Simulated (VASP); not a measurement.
# CuSn16Se16 (a cell with a defect) in VASP: single point with PBE

Aim: the single point of CuSn16Se16 (a cell with a defect) with PBE.

Program: VASP 6.6.1. These are calculated values, not measurements. Logs are shortened: lines on timing, memory, paths and dates and some standing lists are left out, and cuts for length are marked.

## Step 1: The cell of the first run

The cell holds a defect, 33 atoms: a = 11.812 Å, b = 8.416 Å, c = 9.117 Å, α = 90.00°, β = 90.00°, γ = 90.00°.

## Step 2: Single point, PBE, collinear spin

INCAR

```
PREC = Accurate
ENCUT = 520
EDIFF = 1E-6
ISMEAR = -1
SIGMA = 0.01
LREAL = Auto
LASPH = T
NELM = 200
ALGO = Normal
ISIF = 2
LWAVE = F
LCHARG = F
ISPIN = 2
MAGMOM = 0.01 0.01 0.04 0.05 0 0.01 0.02 0.02 0.02 0.02 0.01 0.01 0.02 0.02 0.01 0.01 0.01 0.01 0 0 0.01 0.01 0.01 0 0.02 0.01 0 0.01 0 0.02 0.01 0.01 0.03
LORBIT = 11
NUPDOWN = 1.0
LMAXMIX = 4
GGA = PE
NBANDS = 192
GGA_COMPAT = F
```

KPOINTS

```
Automatic mesh
0
Gamma
  1 1 1
```

POSCAR

```
CuSn16Se16
1.0
   11.8119576400      0.0000000000      0.0000000000
    0.0000000000      8.4159687000      0.0000000000
    0.0000000000      0.0000000000      9.1172328900
Sn Se Cu
16 16 1
Direct
    0.5797355704      0.3714658540      0.1541090391
    0.8943044262      0.1430044530      0.4196156933
    0.3801646718      0.1040657387      0.2929287902
    0.1169128812      0.4231827763     -0.0172957082
    0.5998997132      0.3738536955      0.6681605125
    0.9140691432      0.1398219316      0.9276719266
    0.3645128209      0.1017989765      0.7243632009
    0.1254398335      0.3919615338      0.4849869531
    0.6418465280      0.8931479272      0.2586294579
    0.8603812602      0.6091200173      0.5128547287
    0.4193169457      0.6271967242      0.3319869128
    0.0935817782      0.8697178258      0.0858027879
    0.6379657995      0.8997702190      0.7702284328
    0.8596100079      0.6094502229      1.0175765073
    0.3901437120      0.6555393914      0.8068766136
    0.0749730085      0.8765105079      0.5956827105
    0.1375747399      0.1510417927      0.2350517998
    0.6883045341      0.1026782573      0.5329430605
    0.4039806225      0.3508742850     -0.0750092718
    0.7918827924      0.4042663562      0.2918310887
    0.1315488124      0.1665913990      0.7136243067
    0.6979934445      0.1150642350      1.0411430874
    0.3586491866      0.3566270393      0.4876336991
    0.8103276605      0.3911744586      0.7839470688
    0.2047619940      0.6112850681      0.2032118761
    0.6350193785      0.6717383585      0.5443909418
    0.3064982207      0.9139296110     -0.0367082868
    0.8704172766      0.8422282987      0.2859544153
    0.1719276399      0.6021552813      0.7277930793
    0.6314396163      0.6615649604      1.0242266609
    0.2987485316      0.8681569835      0.4797261464
    0.8686123260      0.8517000544      0.7917398938
    0.2709435724      0.2067944953      0.0537732233
```

Potentials or basis: VASP PAW PBE potentials, release 64 (Sn_d, Se, Cu).

The run is started by

```bash
$ cat potpaw_PBE.64/Sn_d/POTCAR potpaw_PBE.64/Se/POTCAR potpaw_PBE.64/Cu/POTCAR > POTCAR
$ mpirun -np 1 vasp_gam > vasp.out
```

OUTCAR:

```text
PREC = Accurate
   ENCUT = 520
   EDIFF = 1E-6
   ISMEAR = -1
   LREAL = Auto
   LASPH = T
   NELM = 200
   ISIF = 2
   ISPIN = 2
   LORBIT = 11
   NUPDOWN = 1.0
   GGA = PE

 ion  position               nearest neighbor table
   1  0.580  0.371  0.154-  22 2.77  30 2.78  20 2.82  19 2.95  11 3.29   3 3.50
   2  0.894  0.143  0.420-  18 2.67  20 2.77  28 2.82  16 3.49   8 3.49
   3  0.380  0.104  0.293-  33 2.68  23 2.78  31 2.79  17 2.94   1 3.50   9 3.58
   4  0.117  0.423  0.983-  33 2.65  25 2.76  29 2.84  17 3.26  21 3.27   6 3.42  14 3.43
   5  0.600  0.374  0.668-  24 2.70  26 2.78  18 2.80   7 3.64  15 3.65
   6  0.914  0.140  0.928-  22 2.76  24 2.77  32 2.78  21 3.23   4 3.42  12 3.43
   7  0.365  0.102  0.724-  27 2.78  21 2.81  19 2.82  23 3.04  31 3.07   5 3.64  13 3.67
   8  0.125  0.392  0.485-  23 2.77  21 2.82  29 2.89  17 3.05   2 3.49  10 3.63
   9  0.642  0.893  0.259-  28 2.74  22 2.80  30 2.89  18 3.11  26 3.20  11 3.52   3 3.58
  10  0.860  0.609  0.513-  26 2.73  20 2.77  28 2.85  24 3.13  32 3.26  16 3.47   8 3.63
  11  0.419  0.627  0.332-  23 2.78  25 2.80  31 2.82  26 3.22   1 3.29   9 3.52
  12  0.094  0.870  0.086-  25 2.76  27 2.78  17 2.78  28 3.21   6 3.43  14 3.58
  13  0.638  0.900  0.770-  32 2.76  26 2.81  18 2.82  30 3.06  22 3.14  15 3.59   7 3.67
  14  0.860  0.609  0.018-  30 2.73  24 2.87  32 2.90  28 3.14  20 3.14   4 3.43  12 3.58
  15  0.390  0.656  0.807-  29 2.71  27 2.78  19 2.79  13 3.59   5 3.65
  16  0.075  0.877  0.596-  21 2.75  29 2.84  31 2.85  32 3.03  10 3.47   2 3.49
  17  0.138  0.151  0.235-  33 2.33  12 2.78   3 2.94   8 3.05   4 3.26
  18  0.688  0.103  0.533-   2 2.67   5 2.80  13 2.82   9 3.11
  19  0.404  0.351  0.925-  33 2.31  15 2.79   7 2.82   1 2.95
  20  0.792  0.404  0.292-   2 2.77  10 2.77   1 2.82  14 3.14
  21  0.132  0.167  0.714-  16 2.75   7 2.81   8 2.82   6 3.23   4 3.27
  22  0.698  0.115  0.041-   6 2.76   1 2.77   9 2.80  13 3.14
  23  0.359  0.357  0.488-   8 2.77  11 2.78   3 2.78   7 3.04
  24  0.810  0.391  0.784-   5 2.70   6 2.77  14 2.87  10 3.13
  25  0.205  0.611  0.203-  12 2.76   4 2.76  11 2.80
  26  0.635  0.672  0.544-  10 2.73   5 2.78  13 2.81   9 3.20  11 3.22
  27  0.306  0.914  0.963-  33 2.63  12 2.78   7 2.78  15 2.78
  28  0.870  0.842  0.286-   9 2.74   2 2.82  10 2.85  14 3.14  12 3.21
  29  0.172  0.602  0.728-  15 2.71   4 2.84  16 2.84   8 2.89
  30  0.631  0.662  0.024-  14 2.73   1 2.78   9 2.89  13 3.06
  31  0.299  0.868  0.480-   3 2.79  11 2.82  16 2.85   7 3.07
  32  0.869  0.852  0.792-  13 2.76   6 2.78  14 2.90  16 3.03  10 3.26
  33  0.271  0.207  0.054-  19 2.31  17 2.33  27 2.63   4 2.65   3 2.68

  LATTYP: Found a simple orthorhombic cell.
 ALAT       =     8.4159687000
 B/A-ratio  =     1.0833254275
 C/A-ratio  =     1.4035172968

  Lattice vectors:

 A1 = (   0.0000000000,   8.4159687000,   0.0000000000)
 A2 = (   0.0000000000,   0.0000000000,   9.1172328900)
 A3 = (  11.8119576400,   0.0000000000,   0.0000000000)

Analysis of symmetry for initial positions (statically):
=====================================================================
 Subroutine PRICEL returns:
 Original cell was already a primitive cell.

 Routine SETGRP: Setting up the symmetry group for a
 simple orthorhombic supercell.

 Subroutine GETGRP returns: Found  1 space group operations
 (whereof  1 operations were pure point group operations)
 out of a pool of  8 trial point group operations.

The static configuration has the point symmetry C_1 .

Analysis of symmetry for dynamics (positions and initial velocities):
=====================================================================
 Subroutine PRICEL returns:
 Original cell was already a primitive cell.

 Routine SETGRP: Setting up the symmetry group for a
 simple orthorhombic supercell.

 Subroutine GETGRP returns: Found  1 space group operations
 (whereof  1 operations were pure point group operations)
 out of a pool of  8 trial point group operations.

The dynamic configuration has the point symmetry C_1 .

Analysis of structural, dynamic, and magnetic symmetry:
=====================================================================
 Subroutine PRICEL returns:
 Original cell was already a primitive cell.

 Routine SETGRP: Setting up the symmetry group for a
 simple orthorhombic supercell.

 Subroutine GETGRP returns: Found  1 space group operations
 (whereof  1 operations were pure point group operations)
 out of a pool of  8 trial point group operations.

The overall configuration has the point symmetry C_1 .

 Subroutine INISYM returns: Found  1 space group operations
 (whereof  1 operations are pure point group operations),
[... 103 lines left out ...]
     0.084659972  0.118821735  0.109682402

  Shift w.r.t. Gamma in fractional coordinates (k-lattice)
     0.000000000  0.000000000  0.000000000

 Subroutine IBZKPT returns following result:
 ===========================================

 Found      1 irreducible k-points:

 Following reciprocal coordinates:
            Coordinates               Weight
  0.000000  0.000000  0.000000      1.000000
   k-points           NKPTS =      1   k-points in BZ     NKDIM =      1   number of bands    NBANDS=    192
   number of dos      NEDOS =    301   number of ions     NIONS =     33
   total plane-waves  NPLWV = 403200
   dimension x,y,z NGX =    90 NGY =   64 NGZ =   70
   dimension x,y,z NGXF=   180 NGYF=  128 NGZF=  140
   ions per type =              16  16   1
   NGX,Y,Z   is equivalent  to a cutoff of  12.67, 12.64, 12.76 a.u.
   NGXF,Y,Z  is equivalent  to a cutoff of  25.33, 25.28, 25.53 a.u.
 SYSTEM =  unknown system
   PREC   = accura    normal or accurate (medium, high low for compatibility)
   ISTART =      0    job   : 0-new  1-cont  2-samecut
   ICHARG =      2    charge: 1-file 2-atom 10-const
   ISPIN  =      2    spin polarized calculation?
   LNONCOLLINEAR =      F non collinear calculations
   LSORBIT =      F    spin-orbit coupling
   LASPH  =      T    aspherical Exc in radial PAW
   ENCUT  =  520.0 eV  38.22 Ry    6.18 a.u.  21.96 15.65 16.95*2*pi/ulx,y,z
   NELM   =    200;   NELMIN=  2; NELMDL= -5     # of ELM steps
   EDIFF  = 0.1E-05   stopping-criterion for ELM
   LREAL  =      T    real-space projection
   EDIFFG = 0.1E-04   stopping-criterion for IOM
   NSW    =      0    number of steps for IOM
[... 5 lines left out ...]
   TEBEG  =    0.0;   TEEND  =   0.0 temperature during run
   PSTRESS=    0.0 pullay stress
   NELECT =     331.0000    total number of electrons
   NUPDOWN=       1.0000    fix difference up-down
   EMIN   =  10.00;   EMAX   =-10.00  energy-range for DOS
   EFERMI =   0.00;   METHOD = LEGACY
   ISMEAR =    -1;   SIGMA  =   0.01  broadening in eV -4-tet -1-fermi 0-gaus
   EFERMI_NEDOS =   21; number of points for ismear=-14 and -15
   IALGO  =     38    algorithm
   IMIX   =      4    mixing-type and parameters
     AMIX     =   0.40;   BMIX     =  1.00
     AMIX_MAG =   1.60;   BMIX_MAG =  1.00
  volume/ion in A,a.u.               =      27.46       185.34
  Fermi-wavevector in a.u.,A,eV,Ry     =   1.170185  2.211329 18.630902  1.369333
  Thomas-Fermi vector in A             =   2.306647
   LORBIT       =     11    0 simple, 1 ext, 2 COOP (PROOUT), +10 PAW based schemes
   GGA     = PE    functional components
   LHFCALC =     F    Hartree Fock is set to
   AEXX    =    0.0000 exact exchange contribution
   IVDW    =     0    specifies the selected vdW correction
   LEPSILON=     F    determine dielectric tensor
   LRPA    =     F    only Hartree local field effects (RPA)
 spin polarized calculation
  energy-cutoff  :      520.00
  volume of cell :      906.34
 maximum number of plane-waves:     12193
 NGX is ok and might be reduce to    90
   NGX = 43   NGY = 31   NGZ = 33

 number of electron     331.0000001 magnetization       1.0000317

 Free energy of the ion-electron system (eV)
  ---------------------------------------------------
  ext. energy  EPLUGINS =         0.00000000
  ---------------------------------------------------
  free energy    TOTEN  =      -131.42805235 eV

  energy without entropy =     -131.42805235  energy(sigma->0) =     -131.42805235

 E-fermi :   4.9720     XC(G=0):  -9.4710

 val. band max:        5.3178763918   @ k =   0.0000   0.0000   0.0000
 cond. band min:       5.4430773803   @ k =   0.0000   0.0000   0.0000
 fundamental gap:      0.1252009885
 Fermi energy:         5.6113288870

 spin component 1

 k-point     1 :       0.0000    0.0000    0.0000
  band No.  band energies     occupation
      1     -16.5296      1.00000
      2     -16.5220      1.00000
      3     -16.4965      1.00000
      4     -16.4829      1.00000
      5     -16.4714      1.00000
      6     -16.4653      1.00000
[... 169 lines left out ...]
    176       6.8725      0.00000
    177       6.8996      0.00000
 Fermi energy:         4.9720156501

 spin component 2

 k-point     1 :       0.0000    0.0000    0.0000
  band No.  band energies     occupation
      1     -16.5281      1.00000
      2     -16.5189      1.00000
      3     -16.4948      1.00000
      4     -16.4800      1.00000
      5     -16.4636      1.00000
      6     -16.4616      1.00000
[... 169 lines left out ...]
    176       6.8982      0.00000
    177       6.9217      0.00000
 [bands above 177 left out]

------------------------ aborting loop because EDIFF is reached ----------------------------------------

  FORCE on cell =-STRESS in cart. coord.  units (eV):
  Direction    XX          YY          ZZ          XY          YZ          ZX
  --------------------------------------------------------------------------------------
  -------------------------------------------------------------------------------------
  Total        4.2957033     22.0557014     12.5833022      2.5374202      0.3399119     -0.1331213
  in kB        7.5937417     38.9890286     22.2441680      4.4855318      0.6008802     -0.2353255
  external PRESSURE =      22.9423128 kB  Pullay stress =       0.0000000 kB

 VOLUME and BASIS-vectors are now :
 -----------------------------------------------------------------------------
  energy-cutoff  :      520.00
  volume of cell :      906.34
      direct lattice vectors                 reciprocal lattice vectors
    11.811957640  0.000000000  0.000000000     0.084659972  0.000000000  0.000000000
     0.000000000  8.415968700  0.000000000     0.000000000  0.118821735  0.000000000
     0.000000000  0.000000000  9.117232890     0.000000000  0.000000000  0.109682402

 POSITION                                       TOTAL-FORCE (eV/Angst)
 -----------------------------------------------------------------------------------
      6.84781      3.12625      1.40505        -0.012711     -0.007958      0.011678
     10.56349      1.20352      3.82573         0.008660      0.013737      0.012567
      4.49049      0.87581      2.67070         0.019870     -0.023376      0.002603
      1.38097      3.56149      8.95954        -0.029877      0.024684     -0.020001
      7.08599      3.14634      6.09178        -0.013462      0.002439     -0.005769
     10.79695      1.17674      8.45780         0.016652      0.000957      0.007467
[... 25 lines left out ...]
     10.26001      7.16788      7.21848         0.004608     -0.005220     -0.002666
      3.20037      1.74038      0.49026         0.005295     -0.015914     -0.004636
 -----------------------------------------------------------------------------------
    total drift:                                0.011677     -0.004966     -0.018998

  FREE ENERGIE OF THE ION-ELECTRON SYSTEM (eV)
  ---------------------------------------------------
  free  energy   TOTEN  =      -131.4280523491 eV

  energy  without entropy=     -131.4280523491  energy(sigma->0) =     -131.42805235

 total charge

# of ion       s       p       d       tot
------------------------------------------
    1        1.311   0.798  10.000  12.109
    2        1.316   0.806   9.995  12.117
    3        1.303   0.813   9.992  12.107
    4        1.311   0.811   9.989  12.110
    5        1.354   0.764   9.995  12.113
    6        1.322   0.783   9.995  12.100
[... 25 lines left out ...]
   32        1.480   2.308   0.028   3.816
   33        0.441   0.367   9.214  10.022
--------------------------------------------------
tot         45.383  49.765 169.594 264.742

 magnetization (x)

# of ion       s       p       d       tot
------------------------------------------
    1       -0.000   0.009   0.001   0.009
    2       -0.000   0.004   0.000   0.004
    3        0.001   0.045   0.002   0.048
    4        0.006   0.065   0.001   0.072
    5        0.006   0.005   0.000   0.011
    6        0.002   0.008   0.001   0.011
[... 25 lines left out ...]
   32        0.000   0.012   0.002   0.014
   33        0.001   0.022   0.001   0.024
--------------------------------------------------
tot          0.080   0.364   0.032   0.476
```

It took 14 min on 1 thread of Intel Xeon 8259CL, shared host; peak memory 1.1 GiB.

Results:

* Free energy: -131.4281 eV
* Pressure: 2.3 GPa
* Largest force: 0.044 eV/Å
* Net moment: 1.00 μB per cell
* Site moments: Sn +0.01, +0.00, +0.05, +0.07, +0.02, +0.04, +0.03 (each value once); Se +0.02, +0.00, -0.00, +0.01 (each value once); Cu +0.02 μB
* Valence electrons inside the program's atomic spheres: Sn 12.11, 12.12, 12.10, 12.08, 12.09 (each value once); Se 3.83, 3.85, 3.81, 3.82, 3.80 (each value once); Cu 10.02

Forces in eV/Å, atoms in the order of the input:
```
Sn  -0.013 -0.008  0.012
Sn   0.009  0.014  0.013
Sn   0.020 -0.023  0.003
Sn  -0.030  0.025 -0.020
Sn  -0.013  0.002 -0.006
Sn   0.017  0.001  0.007
Sn   0.001 -0.003 -0.027
Sn  -0.011  0.008 -0.007
Sn  -0.018  0.006  0.017
Sn   0.008 -0.002  0.007
Sn   0.001  0.003  0.002
Sn  -0.022  0.004 -0.009
Sn  -0.009 -0.013 -0.003
Sn   0.018 -0.006  0.016
Sn   0.022  0.007 -0.009
Sn  -0.019 -0.005 -0.007
Se  -0.003 -0.003  0.022
Se  -0.002 -0.002 -0.006
Se   0.000  0.009 -0.009
Se   0.005 -0.002  0.000
Se   0.003  0.000  0.011
Se   0.000  0.002 -0.006
Se   0.008 -0.005  0.013
Se   0.001  0.000 -0.017
Se   0.007  0.000  0.006
Se   0.008  0.005  0.007
Se  -0.006 -0.006  0.006
Se   0.018 -0.006 -0.012
Se  -0.002  0.003  0.001
Se  -0.006  0.017 -0.006
Se   0.002 -0.004  0.006
Se   0.005 -0.005 -0.003
Cu   0.005 -0.016 -0.005
```

Stress tensor (GPa, compression positive):
```
 0.76  0.45 -0.02
 0.45  3.90  0.06
-0.02  0.06  2.22
```

Caveat: the k points lie up to 0.75 Å⁻¹ apart; spin-orbit coupling is left out, which moves the levels of the heavy elements; the total moment is fixed, so each spin has its own Fermi level and the state may be an excited one.
